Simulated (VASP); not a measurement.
Write the native input for VASP 6.6.1 that does the following.

```yaml
Task: relaxation of cell and atoms
Functional: PBE
Dispersion: D3(BJ)
Potentials_or_basis: VASP PAW PBE potentials, release 64 (Mg, O)
Cutoff: 600 eV
k_mesh: 10 × 10 × 10
Occupations: gaussian, width 0.02 eV
Spin: no spin polarisation
Dipole_correction: no
Further_INCAR_settings: ALGO = Normal; EDIFF = 1e-07; IBRION = 2; EDIFFG = -0.002; NSW = 100; ISIF = 3
```

The structure of MgO (d.b) lies in POSCAR:

```
MgO
1.0
    0.0000000000      2.1100000000      2.1100000000
    2.1100000000      0.0000000000      2.1100000000
    2.1100000000      2.1100000000      0.0000000000
Mg O
1 1
Direct
    0.0000000000      0.0000000000      0.0000000000
    0.5000000000      0.5000000000      0.5000000000
```

The input as run:

INCAR

```
SYSTEM = MgO
ALGO = Normal
EDIFF = 1E-7
EDIFFG = -0.002
ENCUT = 600
GGA = PE
GGA_COMPAT = .False.
IBRION = 2
ISIF = 3
ISMEAR = 0
IVDW = 12
LASPH = .True.
LCHARG = .False.
LREAL = .False.
LWAVE = .False.
NELM = 120
NELMIN = 4
NSW = 100
PREC = Accurate
SIGMA = 0.02
```

KPOINTS

```
k-points
0
Gamma
  10 10 10
  0 0 0
```

Potentials or basis: VASP PAW PBE potentials, release 64 (Mg, O).

Launch:

```console
$ cat potpaw_PBE.64/Mg/POTCAR potpaw_PBE.64/O/POTCAR > POTCAR
$ mpirun -np 1 vasp_std > vasp.out
```

Results of the run:

```yaml
Relaxed_volume: 9.25 Å³/atom
Relaxed_cell: a = 2.969 Å, b = 2.969 Å, c = 2.969 Å, α = 60.00°, β = 60.00°, γ = 60.00°
Space_group_after_relaxing_to_0.05_Å: Fm-3m (No. 225)
Energy_gained_by_relaxing: 1.0 meV/atom
Ionic_steps: 3
Pressure_after_relaxing: 0.0 GPa
Band_gap_on_the_k_mesh: 4.82 eV, direct
Dispersion_energy_per_atom: -0.296 eV
```

Wall time 26 s on 1 thread of Intel Xeon 8259CL (shared host), peak memory 0.16 GiB.
